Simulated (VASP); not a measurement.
# Al3Cu2 (P-3m1) in VASP: a series of runs

Al3Cu2 is run at these levels: r2SCAN; tasks: single point.

All numbers are computed with VASP 6.6.1; they aren't measurements. Logs are shortened: lines on timing, memory, paths and dates and some standing lists are left out, and cuts for length are marked.

### 1 The cell of the first run

It takes space group P-3m1 (No. 164, trigonal). The conventional cell has a = 4.430 Å, b = 4.430 Å, c = 4.990 Å, α = 90.00°, β = 90.00°, γ = 120.00°. Within 3.5 Å of Al (site symmetry -3m) lie 6 Cu at 2.68 Å and 6 Al at 3.10 Å. Al (site symmetry 3m) has 5 Cu at 2.45 to 2.73 Å and 6 Al at 2.96 to 3.10 Å within 3.2 Å. Within 3.2 Å of Cu (site symmetry 3m) lie 8 Al at 2.45 to 2.73 Å and 3 Cu at 3.01 Å.

### 2 Single point, r2SCAN (strain +0.080 along x and y, +0.000 along z)

POSCAR

```
Al3Cu2
1.0
    4.4299567260      0.0000000000      0.0000000000
   -2.2149783630      3.8364550623      0.0000000000
    0.0000000000      0.0000000000      4.9898613924
Al Cu
3 2
Direct
    0.0000000000      0.0000000000      0.0000000000
    0.3333333333      0.6666666667      0.3501725384
    0.6666666667      0.3333333333      0.6498274616
    0.3333333333      0.6666666667      0.8401683181
    0.6666666667      0.3333333333      0.1598316819
```

INCAR.step1

```
PREC = Accurate ; ENCUT = 520
ISMEAR = 0 ; SIGMA = 0.15
LREAL = False ; LASPH = True
NELM = 80 ; NBANDS = 24
GGA = PE ; ALGO = Normal
EDIFF = 1E-4 ; LWAVE = True
LCHARG = False
```

INCAR.step2

```
PREC = Accurate ; ENCUT = 520
EDIFF = 1E-6 ; ISMEAR = 0
SIGMA = 0.15 ; LREAL = False
LASPH = True ; NELM = 80
ALGO = Normal ; ISIF = 2
LWAVE = False ; LCHARG = False
METAGGA = R2SCAN ; LMIXTAU = True
NBANDS = 24 ; ISTART = 1
```

KPOINTS

```
regular mesh
0
Gamma
  12 12 10
```

Potentials or basis: VASP PAW PBE potentials, release 64 (Al, Cu).

Command:

```
$ cat potpaw_PBE.64/Al/POTCAR potpaw_PBE.64/Cu/POTCAR > POTCAR
$ cp INCAR.step1 INCAR
$ mpirun -np 1 vasp_std > vasp.out
$ cp INCAR.step2 INCAR
$ mpirun -np 1 vasp_std > vasp.out
```

OUTCAR:

```text
PREC = Accurate
   ENCUT = 520
   EDIFF = 1E-6
   ISMEAR = 0
   LREAL = False
   LASPH = True
   NELM = 80
   ISIF = 2
   METAGGA = R2SCAN
   ISTART = 1

 ion  position               nearest neighbor table
   1  0.000  0.000  0.000-   4 2.68   5 2.68   4 2.68   5 2.68   5 2.68   4 2.68   2 3.10   3 3.10
                             2 3.10   3 3.10   2 3.10   3 3.10
   2  0.333  0.667  0.350-   4 2.45   4 2.54   5 2.73   5 2.73   5 2.73   3 2.96   3 2.96   3 2.96
                             1 3.10   1 3.10   1 3.10
   3  0.667  0.333  0.650-   5 2.45   5 2.54   4 2.73   4 2.73   4 2.73   2 2.96   2 2.96   2 2.96
                             1 3.10   1 3.10   1 3.10
   4  0.333  0.667  0.840-   2 2.45   2 2.54   1 2.68   1 2.68   1 2.68   3 2.73   3 2.73   3 2.73

   5  0.667  0.333  0.160-   3 2.45   3 2.54   1 2.68   1 2.68   1 2.68   2 2.73   2 2.73   2 2.73

  LATTYP: Found a hexagonal cell.
 ALAT       =     4.4299567260
 C/A-ratio  =     1.1263905498

  Lattice vectors:

 A1 = (   4.4299567260,   0.0000000000,   0.0000000000)
 A2 = (  -2.2149783630,   3.8364550623,   0.0000000000)
 A3 = (   0.0000000000,   0.0000000000,   4.9898613924)

Analysis of symmetry for initial positions (statically):
=====================================================================
 Subroutine PRICEL returns:
 Original cell was already a primitive cell.

 Routine SETGRP: Setting up the symmetry group for a
 hexagonal supercell.

 Subroutine GETGRP returns: Found 12 space group operations
 (whereof 12 operations were pure point group operations)
 out of a pool of 24 trial point group operations.

The static configuration has the point symmetry D_3d.

Analysis of symmetry for dynamics (positions and initial velocities):
=====================================================================
 Subroutine PRICEL returns:
 Original cell was already a primitive cell.

 Routine SETGRP: Setting up the symmetry group for a
 hexagonal supercell.

 Subroutine GETGRP returns: Found 12 space group operations
 (whereof 12 operations were pure point group operations)
 out of a pool of 24 trial point group operations.

The dynamic configuration has the point symmetry D_3d.

 Subroutine INISYM returns: Found 12 space group operations
 (whereof 12 operations are pure point group operations),
 and found     1 'primitive' translations

----------------------------------------------------------------------------------------

                                     Primitive cell

  volume of cell :      84.8043

  direct lattice vectors                    reciprocal lattice vectors
     4.429956726  0.000000000  0.000000000     0.225735839  0.130328648  0.000000000
    -2.214978363  3.836455062  0.000000000     0.000000000  0.260657295  0.000000000
     0.000000000  0.000000000  4.989861392     0.000000000  0.000000000  0.200406368

  length of vectors
     4.429956726  4.429956726  4.989861392     0.260657295  0.260657295  0.200406368

  position of ions in fractional coordinates (direct lattice)
     0.000000000  0.000000000  0.000000000
     0.333333333  0.666666667  0.350172538
     0.666666667  0.333333333  0.649827462
     0.333333333  0.666666667  0.840168318
     0.666666667  0.333333333  0.159831682

  ion indices of the primitive-cell ions
   primitive index   ion index
                 1           1
                 2           2
                 3           3
                 4           4
                 5           5

----------------------------------------------------------------------------------------

 KPOINTS: regular mesh

Automatic generation of k-mesh.
 Grid dimensions read from file:
 generate k-points for:   12   12   10

 Generating k-lattice:

  Cartesian coordinates                     Fractional coordinates (reciprocal lattice)
     0.018811320  0.010860721  0.000000000     0.083333333 -0.000000000  0.000000000
     0.000000000  0.021721441  0.000000000     0.000000000  0.083333333  0.000000000
     0.000000000  0.000000000  0.020040637     0.000000000  0.000000000  0.100000000

  Length of vectors
     0.021721441  0.021721441  0.020040637

  Shift w.r.t. Gamma in fractional coordinates (k-lattice)
     0.000000000  0.000000000  0.000000000

 Subroutine IBZKPT returns following result:
 ===========================================

 Found    162 irreducible k-points:

 Following reciprocal coordinates:
            Coordinates               Weight
  0.000000  0.000000  0.000000      1.000000
  0.083333 -0.000000  0.000000      6.000000
  0.166667  0.000000  0.000000      6.000000
  0.250000 -0.000000  0.000000      6.000000
  0.333333 -0.000000  0.000000      6.000000
  0.416667  0.000000  0.000000      6.000000
[... 16 lines left out ...]
  0.166667  0.000000  0.100000      6.000000
  0.000000  0.166667  0.100000      6.000000
 [... further k-points ...]
   k-points           NKPTS =    162   k-points in BZ     NKDIM =    162   number of bands    NBANDS=     24
   number of dos      NEDOS =    301   number of ions     NIONS =      5
   total plane-waves  NPLWV =  51840
   dimension x,y,z NGX =    36 NGY =   36 NGZ =   40
   dimension x,y,z NGXF=    72 NGYF=   72 NGZF=   80
   ions per type =               3   2
   NGX,Y,Z   is equivalent  to a cutoff of  13.51, 13.51, 13.33 a.u.
   NGXF,Y,Z  is equivalent  to a cutoff of  27.02, 27.02, 26.65 a.u.
 SYSTEM =  unknown system
   PREC   = accura    normal or accurate (medium, high low for compatibility)
   ISTART =      1    job   : 0-new  1-cont  2-samecut
   ICHARG =      0    charge: 1-file 2-atom 10-const
   ISPIN  =      1    spin polarized calculation?
   LNONCOLLINEAR =      F non collinear calculations
   LSORBIT =      F    spin-orbit coupling
   LASPH  =      T    aspherical Exc in radial PAW
   ENCUT  =  520.0 eV  38.22 Ry    6.18 a.u.   8.24  8.24  9.28*2*pi/ulx,y,z
   NELM   =     80;   NELMIN=  2; NELMDL=  0     # of ELM steps
   EDIFF  = 0.1E-05   stopping-criterion for ELM
   LREAL  =      F    real-space projection
   EDIFFG = 0.1E-04   stopping-criterion for IOM
   NSW    =      0    number of steps for IOM
   IBRION =     -1    ionic relax: 0-MD 1-quasi-New 2-CG
   NFREE  =      0    steps in history (QN), initial steepest desc. (CG)
   ISIF   =      2    stress and relaxation
   ISYM   =      2    0-nonsym 1-usesym 2-fastsym
   POTIM  = 0.5000    time-step for ionic-motion
   TEBEG  =    0.0;   TEEND  =   0.0 temperature during run
   PSTRESS=    0.0 pullay stress
   NELECT =      31.0000    total number of electrons
   NUPDOWN=      -1.0000    fix difference up-down
   EMIN   =  10.00;   EMAX   =-10.00  energy-range for DOS
   EFERMI =   0.00;   METHOD = LEGACY
   ISMEAR =     0;   SIGMA  =   0.15  broadening in eV -4-tet -1-fermi 0-gaus
   EFERMI_NEDOS =   21; number of points for ismear=-14 and -15
   IALGO  =     38    algorithm
   IMIX   =      4    mixing-type and parameters
     AMIX     =   0.40;   BMIX     =  1.00
     AMIX_MAG =   1.60;   BMIX_MAG =  1.00
  volume/ion in A,a.u.               =      16.96       114.46
  Fermi-wavevector in a.u.,A,eV,Ry     =   1.170548  2.212016 18.642478  1.370184
  Thomas-Fermi vector in A             =   2.307005
   LORBIT       =      0    0 simple, 1 ext, 2 COOP (PROOUT), +10 PAW based schemes
   METAGGA = R2SCAN    functional components
   LHFCALC =     F    Hartree Fock is set to
   AEXX    =    0.0000 exact exchange contribution
   IVDW    =     0    specifies the selected vdW correction
   LEPSILON=     F    determine dielectric tensor
   LRPA    =     F    only Hartree local field effects (RPA)
 non-spin polarized calculation
 Gauss-broadening in eV      SIGMA  =   0.15
  energy-cutoff  :      520.00
  volume of cell :       84.80
 maximum number of plane-waves:      2305
 NGX is ok and might be reduce to    36
   NGX = 17   NGY = 17   NGZ = 19

 number of electron      30.9999986 magnetization

 Free energy of the ion-electron system (eV)
  ---------------------------------------------------
  ext. energy  EPLUGINS =         0.00000000
  ---------------------------------------------------
  free energy    TOTEN  =       -42.15266307 eV

  energy without entropy =      -42.13272170  energy(sigma->0) =      -42.14269238

 E-fermi :   6.6267     XC(G=0): -11.0302

 val. band max:        6.6252126479   @ k =   0.3333   0.0833   0.1000
 cond. band min:       6.6655281509   @ k =   0.0000   0.0833   0.4000
 fundamental gap:      0.0403155030
 Fermi energy:         6.6267386687

 k-point     1 :       0.0000    0.0000    0.0000
  band No.  band energies     occupation
      1      -4.0465      2.00000
      2       0.9230      2.00000
      3       1.3890      2.00000
      4       1.8979      2.00000
      5       1.8980      2.00000
      6       2.1988      2.00000
[... 16 lines left out ...]
     23      12.5770      0.00000
     24      12.5770      0.00000

 k-point     2 :       0.0833   -0.0000    0.0000
  band No.  band energies     occupation
      1      -3.9726      2.00000
      2       0.9456      2.00000
      3       1.3647      2.00000
      4       1.9184      2.00000
      5       1.9226      2.00000
      6       2.1847      2.00000
[... 16 lines left out ...]
     23      12.1784      0.00000
     24      12.3667      0.00000

 k-point     3 :       0.1667    0.0000    0.0000
  band No.  band energies     occupation
      1      -3.7516      2.00000
      2       0.9888      2.00000
      3       1.2802      2.00000
      4       1.9639      2.00000
      5       1.9781      2.00000
      6       2.1499      2.00000
[... 16 lines left out ...]
     23      11.9028      0.00000
     24      12.0089      0.00000
[... 514 lines left out ...]
 k-point    23 :       0.1667    0.0000    0.1000
  band No.  band energies     occupation
      1      -3.6905      2.00000
      2       0.6951      2.00000
      3       1.3939      2.00000
      4       1.8694      2.00000
      5       1.9621      2.00000
      6       2.1799      2.00000
[... 16 lines left out ...]
     23      11.7719      0.00000
     24      12.8166      0.00000

 k-point    24 :       0.0000    0.1667    0.1000
  band No.  band energies     occupation
      1      -3.6903      2.00000
      2       0.7015      2.00000
      3       1.3202      2.00000
      4       1.9601      2.00000
      5       1.9672      2.00000
      6       2.1305      2.00000
[... 16 lines left out ...]
     23      11.7519      0.00000
     24      12.4254      0.00000

 [... further k-points ...]

------------------------ aborting loop because EDIFF is reached ----------------------------------------

  FORCE on cell =-STRESS in cart. coord.  units (eV):
  Direction    XX          YY          ZZ          XY          YZ          ZX
  --------------------------------------------------------------------------------------
  -------------------------------------------------------------------------------------
  Total       -7.6753983     -7.6753983     -2.7922406      0.0000000      0.0000000      0.0000000
  in kB     -145.0084882   -145.0084882    -52.7527780      0.0000000      0.0000000      0.0000000
  external PRESSURE =    -114.2565848 kB  Pullay stress =       0.0000000 kB

 VOLUME and BASIS-vectors are now :
 -----------------------------------------------------------------------------
  energy-cutoff  :      520.00
  volume of cell :       84.80
      direct lattice vectors                 reciprocal lattice vectors
     4.429956726  0.000000000  0.000000000     0.225735839  0.130328648  0.000000000
    -2.214978363  3.836455062  0.000000000     0.000000000  0.260657295  0.000000000
     0.000000000  0.000000000  4.989861392     0.000000000  0.000000000  0.200406368

 POSITION                                       TOTAL-FORCE (eV/Angst)
 -----------------------------------------------------------------------------------
      0.00000      0.00000      0.00000         0.000000      0.000000      0.000000
     -0.00000      2.55764      1.74731        -0.000000      0.000000     -0.051454
      2.21498      1.27882      3.24255         0.000000     -0.000000      0.051454
     -0.00000      2.55764      4.19232         0.000000      0.000000      0.192921
      2.21498      1.27882      0.79754        -0.000000     -0.000000     -0.192921
 -----------------------------------------------------------------------------------
    total drift:                                0.000000     -0.000000     -0.000000

  FREE ENERGIE OF THE ION-ELECTRON SYSTEM (eV)
  ---------------------------------------------------
  free  energy   TOTEN  =       -42.1526630659 eV

  energy  without entropy=      -42.1327217018  energy(sigma->0) =      -42.14269238
```

It took 15 min on 1 thread of AMD EPYC 9R45 (Zen 5), shared host; peak memory 0.39 GiB.

What came out:

```yaml
Free_energy: -42.1527 eV
Pressure: -11.4 GPa
Largest_force: 0.193 eV/Å
Band_gap_on_the_k_mesh: zero (an odd number of electrons rules out a gap without spin polarisation)
```

Forces on the atoms (eV/Å):
```
Al   0.000  0.000  0.000
Al   0.000  0.000 -0.051
Al   0.000  0.000  0.051
Cu   0.000  0.000  0.193
Cu   0.000  0.000 -0.193
```

Stress tensor (GPa, compression positive):
```
-14.50   0.00   0.00
  0.00 -14.50   0.00
  0.00   0.00  -5.28
```

Levels at points of the mesh, in eV from the Fermi level:
| k point | band 12 | band 13 | band 14 | band 15 | band 16 | band 17 | band 18 | band 19 | band 20 | band 21 |
| --- | --- | --- | --- | --- | --- | --- | --- | --- | --- | --- |
| (0.00, 0.00, 0.00) | -3.18 | -3.10 | -0.48 | -0.48 | 0.90 | 0.90 | 1.43 | 2.07 | 4.79 | 5.35 |
| (0.50, 0.00, 0.00) | -3.71 | -3.08 | -2.39 | -2.13 | -0.43 | -0.37 | 0.77 | 3.31 | 3.89 | 4.58 |
| (0.00, 0.00, 0.50) | -3.82 | 0.99 | 0.99 | 1.23 | 1.23 | 1.58 | 1.88 | 1.88 | 2.43 | 2.63 |
| (0.50, 0.00, 0.50) | -3.78 | -3.69 | -3.24 | -1.67 | -0.17 | 0.34 | 0.55 | 6.08 | 6.21 | 6.35 |

Caveat: the cell differs from its parent crystal (strain +0.080 along x and y, +0.000 along z); the stress differs along the axes, from -15 to -5 GPa; the PAW data sets were made with another functional, which shifts forces and pressure a little.

### 3 Single point, r2SCAN (strain +0.040 along x and y, +0.080 along z)

Edit POSCAR of step 2 so:

```diff
@@ -2,5 +2,5 @@
 1.0
-    4.4299567260      0.0000000000      0.0000000000
-   -2.2149783630      3.8364550623      0.0000000000
-    0.0000000000      0.0000000000      4.9898613924
+    4.2658842546      0.0000000000      0.0000000000
+   -2.1329421273      3.6943641341      0.0000000000
+    0.0000000000      0.0000000000      5.3890503038
 Al Cu
```

INCAR.step1

```
PREC = Accurate
ENCUT = 520
ISMEAR = 0
SIGMA = 0.15
LREAL = F
LASPH = T
NELM = 60
NBANDS = 24
GGA = PE
ALGO = Normal
EDIFF = 1E-4
LWAVE = T
LCHARG = F
```

INCAR.step2

```
PREC = Accurate
ENCUT = 520
EDIFF = 1E-6
ISMEAR = 0
SIGMA = 0.15
LREAL = F
LASPH = T
NELM = 60
ALGO = Normal
ISIF = 2
LWAVE = F
LCHARG = T
METAGGA = R2SCAN
LMIXTAU = T
LELF = T
LVHAR = T
NBANDS = 24
ISTART = 1
```

KPOINTS

```
Automatic mesh
0
Gamma
  12 12 10
```

Potentials or basis: VASP PAW PBE potentials, release 64 (Al, Cu).

Command:

```
$ cat potpaw_PBE.64/Al/POTCAR potpaw_PBE.64/Cu/POTCAR > POTCAR
$ cp INCAR.step1 INCAR
$ mpirun -np 1 vasp_std > vasp.out
$ cp INCAR.step2 INCAR
$ mpirun -np 1 vasp_std > vasp.out
```

Wall time 13 min (1 thread of AMD EPYC 9R45 (Zen 5), shared host); peak memory 0.37 GiB.

Results (log left out):

```
Free energy            : -42.2355 eV
Pressure               : -12.3 GPa
Largest force          : 0.111 eV/Å
Band gap on the k mesh : zero (an odd number of electrons rules out a gap without spin polarisation)
```

Forces in eV/Å, atoms in the order of the input:
```
Al   0.000  0.000  0.000
Al   0.000  0.000 -0.103
Al   0.000  0.000  0.103
Cu   0.000  0.000 -0.111
Cu   0.000  0.000  0.111
```

Stress tensor (GPa, compression positive):
```
-10.92   0.00   0.00
  0.00 -10.92   0.00
  0.00   0.00 -15.07
```

Levels at points of the mesh, in eV from the Fermi level:
| k point | band 12 | band 13 | band 14 | band 15 | band 16 | band 17 | band 18 | band 19 |
| --- | --- | --- | --- | --- | --- | --- | --- | --- |
| (0.00, 0.00, 0.00) | -3.32 | -3.28 | 0.21 | 0.21 | 1.59 | 1.59 | 2.50 | 3.12 |
| (0.50, 0.00, 0.00) | -3.62 | -2.79 | -2.55 | -2.44 | -0.88 | -0.39 | 0.75 | 2.96 |
| (0.00, 0.00, 0.50) | -3.67 | 1.40 | 1.40 | 1.70 | 1.72 | 1.72 | 1.94 | 2.40 |
| (0.50, 0.00, 0.50) | -3.70 | -3.67 | -3.17 | -1.42 | 0.00 | 1.01 | 1.02 | 4.53 |

Caveat: the cell differs from its parent crystal (strain +0.040 along x and y, +0.080 along z); the cell stands under tension; the PAW data sets were made with another functional, which shifts forces and pressure a little.

The gap in the log of VASP goes by the Fermi energy; the results here count the filled bands.